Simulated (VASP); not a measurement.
SnCl:

```
CELL_PARAMETERS angstrom
3.34722 0.00000 0.00000
0.00000 3.64365 0.00000
0.00000 0.00000 4.63617
ATOMIC_POSITIONS crystal
Sn 0.50000 0.50000 0.00000
Cl 0.50000 0.00000 0.50000
```

- Program: VASP 6.6.1
- Task: relaxation of cell and atoms
- Functional: PBE
- Potentials or basis: VASP PAW PBE potentials, release 64 (Sn_d, Cl)
- Cutoff: 600 eV
- k mesh: 6 × 6 × 4
- Occupations: gaussian, width 0.1 eV
- Spin: no spin polarisation

At the start: pressure 0.2 GPa; volume 28.27 Å³/atom.

Problem. How do energy, volume and symmetry change on relaxing?

Solution. Over 11 steps the energy falls by 6.6 meV/atom and the volume is 27.95 Å³/atom (-1.1 %); space group Pmmm (No. 47, to 0.05 Å).

Step by step:
| step | energy change (eV) | largest force (eV/Å) | pressure (GPa) | volume (Å³) |
| --- | --- | --- | --- | --- |
| 1 | 0.0000 | 0.0000 | 0.18 | 56.54 |
| 2 | -0.0042 | 0.0000 | 0.08 | 56.81 |
| 3 | -0.0054 | 0.0000 | 0.01 | 57.04 |
| 4 | -0.0072 | 0.0000 | -0.20 | 57.15 |
| 5 | -0.0092 | 0.0000 | -0.79 | 57.47 |
| 6 | -0.0093 | 0.0000 | -0.64 | 57.38 |
| 7 | -0.0103 | 0.0000 | -0.58 | 57.20 |
| 8 | -0.0120 | 0.0000 | -0.47 | 56.68 |
| 9 | -0.0122 | 0.0000 | -0.42 | 56.45 |
| 10 | -0.0129 | 0.0000 | -0.24 | 56.20 |
| 11 | -0.0131 | 0.0000 | 0.00 | 55.91 |

Final structure:
```
CELL_PARAMETERS angstrom
3.37523 0.00000 0.00000
0.00000 3.46710 0.00000
0.00000 0.00000 4.77757
ATOMIC_POSITIONS crystal
Sn 0.50000 0.50000 0.00000
Cl 0.50000 0.00000 0.50000
```

Caveat: an odd number of electrons without spin polarisation forces a metal; a magnetic or distorted state may lie lower.
